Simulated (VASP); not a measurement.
Input of a VASP 6.6.1 run:

The input INCAR:

```
PREC = Accurate
ENCUT = 520
EDIFF = 1E-7
ISMEAR = -1
SIGMA = 0.05
LREAL = F
LASPH = T
NELM = 80
ALGO = Normal
ISIF = 2
LWAVE = F
LCHARG = F
GGA = PS
NBANDS = 28
```

KPOINTS

```
regular mesh
0
Gamma
  6 6 3
```

Contents of POSCAR:

```
SnSe
1.0
    4.3417197731      0.0000000000      0.0000000000
    0.0000000000      4.3417197731      0.0000000000
    0.0000000000      0.0000000000     11.1353230860
Sn Se
2 2
Direct
    0.0000000000      0.5000000000      0.6277708900
    0.5000000000      0.0000000000      0.3722291100
    0.0000000000      0.5000000000      0.3839605100
    0.5000000000      0.0000000000      0.6160394900
```

Potentials or basis: VASP PAW PBE potentials, release 64 (Sn_d, Se).

Launch:

```sh
$ cat potpaw_PBE.64/Sn_d/POTCAR potpaw_PBE.64/Se/POTCAR > POTCAR
$ mpirun -np 1 vasp_std > vasp.out
```

(1) What does it give for the largest force?

(2) What does it give for the band gap on the k mesh?

Answers

(1) 0.345 eV/Å.

(2) 1.50 eV, direct.

Caveat: the PAW data sets were made with another functional, which shifts forces and pressure a little; spin-orbit coupling is left out, which moves the levels of the heavy elements.
